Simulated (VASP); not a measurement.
# ZrS (I4/mmm) in VASP: notebook

The runs below take ZrS through single point, with PBEsol.

Program: VASP 6.6.1. These are calculated values, not measurements. Logs are shortened: lines on timing, memory, paths and dates and some standing lists are left out, and cuts for length are marked.

## Step 1: The cell of the first run

The structure is tetragonal, space group I4/mmm (No. 139). Conventional cell: a = 3.601 Å, b = 3.601 Å, c = 5.407 Å, α = 90.00°, β = 90.00°, γ = 90.00°. Zr (site symmetry 4/mmm) has 6 S at 2.55 to 2.70 Å within 3.4 Å. S (site symmetry 4/mmm) has 6 Zr at 2.55 to 2.70 Å within 3.4 Å.

## Step 2: Single point, PBEsol (strain -0.030 along x and y, +0.030 along z)

The input, INCAR:

```
PREC = Accurate ; ENCUT = 520
EDIFF = 1E-7 ; ISMEAR = 0
SIGMA = 0.15 ; LREAL = False
LASPH = True ; NELM = 60
ALGO = Normal ; ISIF = 2
LWAVE = False ; LCHARG = True
GGA = PS ; LELF = True
LVHAR = True ; NBANDS = 16
```

The input, KPOINTS:

```
Automatic mesh
0
Gamma
  16 16 16
```

The input, POSCAR:

```
ZrS
1.0
    0.0000000000      2.5462500000      2.7037500000
    2.5462500000      0.0000000000      2.7037500000
    2.5462500000      2.5462500000      0.0000000000
Zr S
1 1
Direct
    0.0000000000      0.0000000000      0.0000000000
    0.5000000000      0.5000000000      0.5000000000
```

Potentials or basis: VASP PAW PBE potentials, release 64 (Zr_sv, S).

The run is started by

```sh
$ cat potpaw_PBE.64/Zr_sv/POTCAR potpaw_PBE.64/S/POTCAR > POTCAR
$ mpirun -np 1 vasp_std > vasp.out
```

OUTCAR:

```text
PREC = Accurate
   ENCUT = 520
   EDIFF = 1E-7
   ISMEAR = 0
   LREAL = False
   LASPH = True
   NELM = 60
   ISIF = 2
   GGA = PS

 ion  position               nearest neighbor table
   1  0.000  0.000  0.000-   2 2.55   2 2.55   2 2.55   2 2.55   2 2.70   2 2.70
   2  0.500  0.500  0.500-   1 2.55   1 2.55   1 2.55   1 2.55   1 2.70   1 2.70

  LATTYP: Found a body centered tetragonal cell.
 ALAT       =     3.6009412832
 C/A-ratio  =     1.5016906899

  Lattice vectors:

 A1 = (  -2.5462500000,   0.0000000000,   2.7037500000)
 A2 = (   2.5462500000,   0.0000000000,   2.7037500000)
 A3 = (   0.0000000000,   2.5462500000,  -2.7037500000)

Analysis of symmetry for initial positions (statically):
=====================================================================
 Subroutine PRICEL returns:
 Original cell was already a primitive cell.

 Routine SETGRP: Setting up the symmetry group for a
 body centered tetragonal supercell.

 Subroutine GETGRP returns: Found 16 space group operations
 (whereof 16 operations were pure point group operations)
 out of a pool of 16 trial point group operations.

The static configuration has the point symmetry D_4h.

Analysis of symmetry for dynamics (positions and initial velocities):
=====================================================================
 Subroutine PRICEL returns:
 Original cell was already a primitive cell.

 Routine SETGRP: Setting up the symmetry group for a
 body centered tetragonal supercell.

 Subroutine GETGRP returns: Found 16 space group operations
 (whereof 16 operations were pure point group operations)
 out of a pool of 16 trial point group operations.

The dynamic configuration has the point symmetry D_4h.

 Subroutine INISYM returns: Found 16 space group operations
 (whereof 16 operations are pure point group operations),
 and found     1 'primitive' translations

----------------------------------------------------------------------------------------

                                     Primitive cell

  volume of cell :      35.0589

  direct lattice vectors                    reciprocal lattice vectors
     0.000000000  2.546250000  2.703750000    -0.196367207  0.196367207  0.184928340
     2.546250000  0.000000000  2.703750000     0.196367207 -0.196367207  0.184928340
     2.546250000  2.546250000  0.000000000     0.196367207  0.196367207 -0.184928340

  length of vectors
     3.713980765  3.713980765  3.600941283     0.333644498  0.333644498  0.333644498

  position of ions in fractional coordinates (direct lattice)
     0.000000000  0.000000000  0.000000000
     0.500000000  0.500000000  0.500000000

  ion indices of the primitive-cell ions
   primitive index   ion index
                 1           1
                 2           2

----------------------------------------------------------------------------------------

 KPOINTS: Automatic mesh

Automatic generation of k-mesh.
 Grid dimensions read from file:
 generate k-points for:   16   16   16

 Generating k-lattice:

  Cartesian coordinates                     Fractional coordinates (reciprocal lattice)
    -0.012272950  0.012272950  0.011558021     0.062500000  0.000000000  0.000000000
     0.012272950 -0.012272950  0.011558021     0.000000000  0.062500000  0.000000000
     0.012272950  0.012272950 -0.011558021     0.000000000  0.000000000  0.062500000

  Length of vectors
     0.020852781  0.020852781  0.020852781

  Shift w.r.t. Gamma in fractional coordinates (k-lattice)
     0.000000000  0.000000000  0.000000000

 Subroutine IBZKPT returns following result:
 ===========================================

 Found    349 irreducible k-points:

 Following reciprocal coordinates:
            Coordinates               Weight
  0.000000  0.000000  0.000000      1.000000
  0.062500  0.000000  0.000000      8.000000
  0.125000  0.000000  0.000000      8.000000
  0.187500 -0.000000  0.000000      8.000000
  0.250000  0.000000  0.000000      8.000000
  0.312500  0.000000  0.000000      8.000000
[... 16 lines left out ...]
 -0.125000  0.062500  0.000000      8.000000
 -0.062500  0.062500  0.000000      4.000000
 [... further k-points ...]
   k-points           NKPTS =    349   k-points in BZ     NKDIM =    349   number of bands    NBANDS=     16
   number of dos      NEDOS =    301   number of ions     NIONS =      2
   total plane-waves  NPLWV =  21952
   dimension x,y,z NGX =    28 NGY =   28 NGZ =   28
   dimension x,y,z NGXF=    56 NGYF=   56 NGZF=   56
   ions per type =               1   1
   NGX,Y,Z   is equivalent  to a cutoff of  12.53, 12.53, 12.93 a.u.
   NGXF,Y,Z  is equivalent  to a cutoff of  25.07, 25.07, 25.85 a.u.
 SYSTEM =  unknown system
   PREC   = accura    normal or accurate (medium, high low for compatibility)
   ISTART =      0    job   : 0-new  1-cont  2-samecut
   ICHARG =      2    charge: 1-file 2-atom 10-const
   ISPIN  =      1    spin polarized calculation?
   LNONCOLLINEAR =      F non collinear calculations
   LSORBIT =      F    spin-orbit coupling
   LASPH  =      T    aspherical Exc in radial PAW
   ENCUT  =  520.0 eV  38.22 Ry    6.18 a.u.   6.91  6.91  6.70*2*pi/ulx,y,z
   NELM   =     60;   NELMIN=  2; NELMDL= -5     # of ELM steps
   EDIFF  = 0.1E-06   stopping-criterion for ELM
   LREAL  =      F    real-space projection
   EDIFFG = 0.1E-05   stopping-criterion for IOM
   NSW    =      0    number of steps for IOM
   IBRION =     -1    ionic relax: 0-MD 1-quasi-New 2-CG
   NFREE  =      0    steps in history (QN), initial steepest desc. (CG)
   ISIF   =      2    stress and relaxation
   ISYM   =      2    0-nonsym 1-usesym 2-fastsym
   POTIM  = 0.5000    time-step for ionic-motion
   TEBEG  =    0.0;   TEEND  =   0.0 temperature during run
   PSTRESS=    0.0 pullay stress
   NELECT =      18.0000    total number of electrons
   NUPDOWN=      -1.0000    fix difference up-down
   EMIN   =  10.00;   EMAX   =-10.00  energy-range for DOS
   EFERMI =   0.00;   METHOD = LEGACY
   ISMEAR =     0;   SIGMA  =   0.15  broadening in eV -4-tet -1-fermi 0-gaus
   EFERMI_NEDOS =   21; number of points for ismear=-14 and -15
   IALGO  =     38    algorithm
   IMIX   =      4    mixing-type and parameters
     AMIX     =   0.40;   BMIX     =  1.00
     AMIX_MAG =   1.60;   BMIX_MAG =  1.00
  volume/ion in A,a.u.               =      17.53       118.29
  Fermi-wavevector in a.u.,A,eV,Ry     =   1.310890  2.477222 23.380682  1.718432
  Thomas-Fermi vector in A             =   2.441389
   LORBIT       =      0    0 simple, 1 ext, 2 COOP (PROOUT), +10 PAW based schemes
   GGA     = PS    functional components
   LHFCALC =     F    Hartree Fock is set to
   AEXX    =    0.0000 exact exchange contribution
   IVDW    =     0    specifies the selected vdW correction
   LEPSILON=     F    determine dielectric tensor
   LRPA    =     F    only Hartree local field effects (RPA)
 non-spin polarized calculation
 Gauss-broadening in eV      SIGMA  =   0.15
  energy-cutoff  :      520.00
  volume of cell :       35.06
 maximum number of plane-waves:       962
   NGX = 13   NGY = 13   NGZ = 13

 number of electron      17.9999998 magnetization

 Free energy of the ion-electron system (eV)
  ---------------------------------------------------
  ext. energy  EPLUGINS =         0.00000000
  ---------------------------------------------------
  free energy    TOTEN  =       -16.44916861 eV

  energy without entropy =      -16.43511671  energy(sigma->0) =      -16.44214266

 E-fermi :  10.9666     XC(G=0): -11.6059

 val. band max:       10.9650790344   @ k =  -0.3750   0.0625   0.2500
 cond. band min:      10.9729526418   @ k =  -0.1250   0.1875   0.1250
 fundamental gap:      0.0078736074
 Fermi energy:        10.9665836904

 k-point     1 :       0.0000    0.0000    0.0000
  band No.  band energies     occupation
      1     -38.8140      2.00000
      2     -16.8289      2.00000
      3     -16.8289      2.00000
      4     -16.7926      2.00000
      5      -4.9813      2.00000
      6       7.3719      2.00000
[... 8 lines left out ...]
     15      18.1513      0.00000
     16      23.4069      0.00000

 k-point     2 :       0.0625    0.0000    0.0000
  band No.  band energies     occupation
      1     -38.8128      2.00000
      2     -16.8427      2.00000
      3     -16.8295      2.00000
      4     -16.7972      2.00000
      5      -4.9269      2.00000
      6       7.1006      2.00000
[... 8 lines left out ...]
     15      18.3293      0.00000
     16      23.0306      0.00000

 k-point     3 :       0.1250    0.0000    0.0000
  band No.  band energies     occupation
      1     -38.8094      2.00000
      2     -16.8858      2.00000
      3     -16.8313      2.00000
      4     -16.8057      2.00000
      5      -4.7692      2.00000
      6       6.3962      2.00000
[... 8 lines left out ...]
     15      18.7907      0.00000
     16      22.1978      0.00000

 k-point     4 :       0.1875   -0.0000    0.0000
  band No.  band energies     occupation
      1     -38.8043      2.00000
      2     -16.9522      2.00000
      3     -16.8340      2.00000
      4     -16.8155      2.00000
      5      -4.5243      2.00000
      6       5.5461      2.00000
[... 8 lines left out ...]
     15      19.1985      0.00000
     16      21.5022      0.00000

 k-point     5 :       0.2500    0.0000    0.0000
  band No.  band energies     occupation
      1     -38.7983      2.00000
      2     -17.0300      2.00000
      3     -16.8372      2.00000
      4     -16.8259      2.00000
      5      -4.2184      2.00000
      6       4.7063      2.00000
[... 8 lines left out ...]
     15      19.1053      0.00000
     16      20.6451      0.00000

 k-point     6 :       0.3125    0.0000    0.0000
  band No.  band energies     occupation
      1     -38.7923      2.00000
      2     -17.1065      2.00000
      3     -16.8403      2.00000
      4     -16.8361      2.00000
      5      -3.8882      2.00000
      6       3.9526      2.00000
[... 8 lines left out ...]
     15      18.9519      0.00000
     16      19.7317      0.00000

 k-point     7 :       0.3750   -0.0000    0.0000
  band No.  band energies     occupation
      1     -38.7872      2.00000
      2     -17.1702      2.00000
      3     -16.8446      2.00000
      4     -16.8429      2.00000
      5      -3.5823      2.00000
      6       3.3444      2.00000
[... 8 lines left out ...]
     15      18.0549      0.00000
     16      18.7317      0.00000

 k-point     8 :       0.4375    0.0000    0.0000
  band No.  band energies     occupation
      1     -38.7838      2.00000
      2     -17.2121      2.00000
      3     -16.8502      2.00000
      4     -16.8447      2.00000
      5      -3.3599      2.00000
      6       2.9418      2.00000
[... 8 lines left out ...]
     15      17.1264      0.00000
     16      17.9381      0.00000

 k-point     9 :       0.5000    0.0000    0.0000
  band No.  band energies     occupation
      1     -38.7826      2.00000
      2     -17.2268      2.00000
      3     -16.8522      2.00000
      4     -16.8453      2.00000
      5      -3.2775      2.00000
      6       2.7996      2.00000
[... 8 lines left out ...]
     15      17.2706      0.00000
     16      17.4265      0.00000
[... 172 lines left out ...]
 k-point    19 :      -0.3750    0.0625    0.0000
  band No.  band energies     occupation
      1     -38.7850      2.00000
      2     -17.1909      2.00000
      3     -16.8562      2.00000
      4     -16.8412      2.00000
      5      -3.4666      2.00000
      6       3.1686      2.00000
[... 8 lines left out ...]
     15      17.6836      0.00000
     16      18.4183      0.00000

 k-point    20 :      -0.3125    0.0625    0.0000
  band No.  band energies     occupation
      1     -38.7894      2.00000
      2     -17.1401      2.00000
      3     -16.8482      2.00000
      4     -16.8367      2.00000
      5      -3.7277      2.00000
      6       3.6631      2.00000
[... 8 lines left out ...]
     15      18.4796      0.00000
     16      19.5407      0.00000

 k-point    21 :      -0.2500    0.0625    0.0000
  band No.  band energies     occupation
      1     -38.7950      2.00000
      2     -17.0726      2.00000
      3     -16.8371      2.00000
      4     -16.8326      2.00000
      5      -4.0413      2.00000
      6       4.3220      2.00000
[... 8 lines left out ...]
     15      19.0487      0.00000
     16      19.9507      0.00000

 k-point    22 :      -0.1875    0.0625    0.0000
  band No.  band energies     occupation
      1     -38.8010      2.00000
      2     -16.9983      2.00000
      3     -16.8295      2.00000
      4     -16.8243      2.00000
      5      -4.3546      2.00000
      6       5.0832      2.00000
[... 8 lines left out ...]
     15      19.2271      0.00000
     16      20.9356      0.00000

 k-point    23 :      -0.1250    0.0625    0.0000
  band No.  band energies     occupation
      1     -38.8065      2.00000
      2     -16.9287      2.00000
      3     -16.8278      2.00000
      4     -16.8114      2.00000
      5      -4.6255      2.00000
      6       5.8794      2.00000
[... 8 lines left out ...]
     15      19.0735      0.00000
     16      22.0443      0.00000

 k-point    24 :      -0.0625    0.0625    0.0000
  band No.  band energies     occupation
      1     -38.8106      2.00000
      2     -16.8748      2.00000
      3     -16.8278      2.00000
      4     -16.8008      2.00000
      5      -4.8232      2.00000
      6       6.6280      2.00000
[... 8 lines left out ...]
     15      18.6208      0.00000
     16      22.5909      0.00000

 [... further k-points ...]

------------------------ aborting loop because EDIFF is reached ----------------------------------------

  FORCE on cell =-STRESS in cart. coord.  units (eV):
  Direction    XX          YY          ZZ          XY          YZ          ZX
  --------------------------------------------------------------------------------------
  -------------------------------------------------------------------------------------
  Total        0.8976842      0.8976842     -2.3718007      0.0000000      0.0000000      0.0000000
  in kB       41.0237672     41.0237672   -108.3902359      0.0000000      0.0000000      0.0000000
  external PRESSURE =      -8.7809005 kB  Pullay stress =       0.0000000 kB

 VOLUME and BASIS-vectors are now :
 -----------------------------------------------------------------------------
  energy-cutoff  :      520.00
  volume of cell :       35.06
      direct lattice vectors                 reciprocal lattice vectors
     0.000000000  2.546250000  2.703750000    -0.196367207  0.196367207  0.184928340
     2.546250000  0.000000000  2.703750000     0.196367207 -0.196367207  0.184928340
     2.546250000  2.546250000  0.000000000     0.196367207  0.196367207 -0.184928340

 POSITION                                       TOTAL-FORCE (eV/Angst)
 -----------------------------------------------------------------------------------
      0.00000      0.00000      0.00000         0.000000      0.000000      0.000000
      2.54625      2.54625      2.70375        -0.000000     -0.000000     -0.000000
 -----------------------------------------------------------------------------------
    total drift:                                0.000000      0.000000      0.000000

  FREE ENERGIE OF THE ION-ELECTRON SYSTEM (eV)
  ---------------------------------------------------
  free  energy   TOTEN  =       -16.4491686085 eV

  energy  without entropy=      -16.4351167119  energy(sigma->0) =      -16.44214266
```

Wall time 2.6 min (1 thread of Intel Xeon Platinum 8259CL at 2.50GHz (Skylake/Cascade Lake), shared host); peak memory 0.31 GiB.

Results:

```yaml
Free_energy: -16.4492 eV
Pressure: -0.9 GPa
Band_gap_on_the_k_mesh: zero (bands 9 and 10 overlap by 2.80 eV)
```

Stress tensor (GPa, compression positive):
```
  4.10   0.00   0.00
  0.00   4.10   0.00
  0.00   0.00 -10.84
```

Levels at points of the mesh, in eV from the Fermi level:
| k point | band 7 | band 8 | band 9 | band 10 | band 11 | band 12 |
| --- | --- | --- | --- | --- | --- | --- |
| (0.00, 0.00, 0.00) | -3.44 | -3.44 | -1.83 | -1.18 | -1.18 | -0.97 |
| (0.50, 0.00, 0.00) | -6.11 | -6.07 | 1.48 | 1.68 | 1.90 | 1.96 |
| (0.50, 0.50, 0.00) | -4.26 | -4.26 | -3.62 | 0.37 | 2.51 | 2.51 |
| (0.50, 0.00, 0.50) | -4.54 | -4.51 | -3.56 | 0.60 | 2.21 | 2.71 |

Caveat: the cell differs from its parent crystal (strain -0.030 along x and y, +0.030 along z); the PAW data sets were made with another functional, which shifts forces and pressure a little.

[end of part 1 of 2]
